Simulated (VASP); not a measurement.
Write the native input for VASP 6.6.1 that does the following.

```
Task                   : single point
Functional             : PBEsol
Potentials or basis    : VASP PAW PBE potentials, release 64 (Cu_sv_GW, O)
Cutoff                 : 700 eV
k mesh                 : 8 × 8 × 5
Occupations            : fermi-dirac, width 0.05 eV
Spin                   : no spin polarisation
Dipole correction      : no
Second run             : valence_matched
Further INCAR settings : ALGO = Normal; EDIFF = 1e-06; NBANDS = 33
```

The structure of CuO (Tenorite) lies in POSCAR:

```
CuO
1.0
    2.4384360000     -1.7819360000      0.0000000000
    2.4384360000      1.7819360000      0.0000000000
   -0.8949765294      0.0000000000      5.0594363927
Cu O
2 2
Direct
    0.4968000000      0.0032000000      0.5000000000
    0.0032000000      0.4968000000      0.0000000000
    0.4056000000      0.5714000000      0.7537000000
    0.5714000000      0.4056000000      0.2537000000
```

One way to write it, as run:

INCAR

```
SYSTEM = CuO
PREC     = Accurate       ! precision mode
ENCUT    = 700            ! plane-wave cutoff, eV
EDIFF    = 1E-6           ! SCF threshold, eV
ISMEAR   = -1             ! smearing method
SIGMA    = 0.05           ! smearing width, eV
LREAL    = .FALSE.        ! projectors in reciprocal space
LASPH    = .TRUE.         ! aspherical terms in the spheres
NELM     = 120            ! most SCF steps
ALGO     = Normal         ! electronic algorithm
ISIF     = 2              ! what is computed and relaxed
LWAVE    = .FALSE.        ! write WAVECAR
LCHARG   = .FALSE.        ! write CHGCAR
GGA      = PS             ! functional
NBANDS   = 33             ! bands
GGA_COMPAT= .FALSE.
```

KPOINTS

```
Automatic mesh
0
G
  8 8 5
  0 0 0
```

Potentials or basis: VASP PAW PBE potentials, release 64 (Cu_sv_GW, O).

The run is started by

```bash
$ cat potpaw_PBE.64/Cu_sv_GW/POTCAR potpaw_PBE.64/O/POTCAR > POTCAR
$ mpirun -np 1 vasp_std > vasp.out
```

Results of the run:

- Pressure: -15.7 GPa
- Largest force: 0.743 eV/Å
- Band gap on the k mesh: zero (band 25 reaches 4.77 eV, above the bottom of band 26 at 4.28 eV)

Caveat: the PAW data sets were made with another functional, which shifts forces and pressure a little; semilocal functionals often make such compounds metallic where correlation or magnetic order opens a gap, which also shifts bond lengths.

It took 110 s on 1 thread of Intel(R) Xeon(R) 6975P-C (Granite Rapids), with other jobs on the host, peak memory 0.33 GiB.
